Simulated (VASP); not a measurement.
Set up this calculation in VASP 6.6.1, as the native input.

- Task: single point
- Functional: HSE06
- Potentials or basis: VASP PAW PBE potentials, release 64 (Ga_d, N)
- Cutoff: 520 eV
- k mesh: 6 × 6 × 6
- Occupations: fermi-dirac, width 0.02 eV
- Spin: no spin polarisation
- Dipole correction: no
- Grid for exact exchange (PRECFOCK): Normal
- Further INCAR settings: ALGO = Normal; EDIFF = 1e-06; NBANDS = 16
- Share of exact exchange: 0.25
- Screening parameter: 0.2079 1/Å

Crystal: GaN.

```
Ga N
1.0
     0.00000    2.10433    2.10433
     2.10433    0.00000    2.10433
     2.10433    2.10433    0.00000
Ga N
1 1
Direct
  0.00000 0.00000 0.00000
  0.50000 0.50000 0.50000
```

One way to write it, as run:

POSCAR

```
GaN
1.0
    0.0000000000      2.1043323359      2.1043323359
    2.1043323359      0.0000000000      2.1043323359
    2.1043323359      2.1043323359      0.0000000000
Ga N
1 1
Direct
    0.0000000000      0.0000000000      0.0000000000
    0.5000000000      0.5000000000      0.5000000000
```

INCAR.step1

```
  ALGO = Normal
  EDIFF = 1E-5
  ENCUT = 520
  GGA = PE
  ISIF = 2
  ISMEAR = -1
  LASPH = T
  LCHARG = F
  LREAL = F
  LWAVE = T
  NBANDS = 16
  NELM = 60
  PREC = Accurate
  SIGMA = 0.02
```

INCAR.step2

```
  ALGO = Normal
  EDIFF = 1E-6
  ENCUT = 520
  GGA = PE
  HFSCREEN = 0.2079
  ISIF = 2
  ISMEAR = -1
  ISTART = 1
  LASPH = T
  LCHARG = F
  LHFCALC = T
  LREAL = F
  LWAVE = F
  NBANDS = 16
  NELM = 60
  PREC = Accurate
  PRECFOCK = Normal
  SIGMA = 0.02
```

KPOINTS

```
k-points
0
Gamma
  6 6 6
```

Potentials or basis: VASP PAW PBE potentials, release 64 (Ga_d, N).

The run is started by

```console
$ cat potpaw_PBE.64/Ga_d/POTCAR potpaw_PBE.64/N/POTCAR > POTCAR
$ cp INCAR.step1 INCAR
$ mpirun -np 1 vasp_std > vasp.out
$ cp INCAR.step2 INCAR
$ mpirun -np 1 vasp_std > vasp.out
```

Results of the run:

| Item | Value |
| --- | --- |
| Pressure | 1.1 GPa |
| Band gap on the k mesh | 1.93 eV (least direct gap 4.24 eV) |

Caveat: the k points lie up to 0.43 Å⁻¹ apart; the structure was generated, so it needn't be the stable form of GaN; the PAW data sets were made with another functional, which shifts forces and pressure a little.

Wall time 66 min on 1 thread of Intel Xeon 8259CL (shared host), peak memory 0.26 GiB.
